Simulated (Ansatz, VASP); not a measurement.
B2Pt2Cl in VASP and in Ansatz

```xyz
5
Lattice="3.7895 0.0000 0.0000 0.0000 3.7895 0.0000 0.0000 0.0000 7.1870" Properties=species:S:1:pos:R:3 pbc="T T T"
B     1.8948    0.0000    2.3127
B     0.0000    1.8948    2.3127
Pt    1.8948    0.0000    4.1762
Pt    0.0000    1.8948    4.1762
Cl    0.0000    0.0000    6.2361
```

Alike in both runs: functional PBE; k mesh 4 × 4 × 4; occupations gaussian, width 0.1 eV; no spin polarisation.

Ansatz relaxed the structure, and its values are those at the end. VASP's run is a single point on that final structure, the one shown.

|  | VASP | Ansatz |
| --- | --- | --- |
| version | VASP 6.6.1 | Ansatz 0.2.0 |
| potentials or method | VASP PAW PBE potentials, release 64 (B, Pt_sv_GW, Cl), cutoff 570 eV | scalar-relativistic, plane waves, PAW |
| valence electrons in the cell | 49 | 49 |

|  | VASP | Ansatz | Ansatz less VASP |
| --- | --- | --- | --- |
| gap on the k mesh at the Fermi level (eV) | none | none | - |
| pressure (GPa) | -0.6 | -0.1 | +0.52 |
| rms of the force components (eV/Å) | 0.001 | 0.016 | +0.0151 |

A gap of «none» marks a metal or a gap that the smearing closes.

The k mesh is coarse, so the values compare programs but aren't converged. Spin-orbit coupling is off throughout.
